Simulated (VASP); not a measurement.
A run of VASP 6.6.1 is set up as follows.

File INCAR:

```
SYSTEM = LaHg2
PREC = Accurate
ENCUT = 520
EDIFF = 1E-8
ISMEAR = -1
SIGMA = 0.08
LREAL = .False.
LASPH = .True.
NELM = 100
ALGO = Normal
ISIF = 2
LWAVE = .False.
LCHARG = .False.
GGA = CA
LEFG = .True.
NBANDS = 24
```

KPOINTS

```
Automatic mesh
0
Gamma
  8 8 9
  0 0 0
```

The input POSCAR:

```
LaHg2
1.0
    4.8567862506      0.0000000000      0.0000000000
   -2.4283931254      4.2061002739      0.0000000000
    0.0000000000      0.0000000000      3.5656934357
La Hg
1 2
Direct
    0.0000000000      0.0000000000      0.0000000000
    0.3333333333      0.6666666667      0.5000000000
    0.6666666667      0.3333333333      0.5000000000
```

Potentials or basis: VASP PAW LDA potentials, release 64 (La, Hg).

The run is started by

```bash
$ cat potpaw_LDA.64/La/POTCAR potpaw_LDA.64/Hg/POTCAR > POTCAR
$ mpirun -np 1 vasp_std > vasp.out
```

Task: What does it give for the band gap on the k mesh?

Result: Zero (an odd number of electrons rules out a gap without spin polarisation).

Task: Predict the pressure.

Result: 2.0 GPa.

Stress tensor (GPa, compression positive):
```
 3.31  0.00  0.00
 0.00  3.31  0.00
 0.00  0.00 -0.47
```

Caveat: without QUAD_EFG the Cq values of the log hold for a quadrupole moment of 1 mb, not for the nuclei; spin-orbit coupling is left out, which moves the levels of the heavy elements.
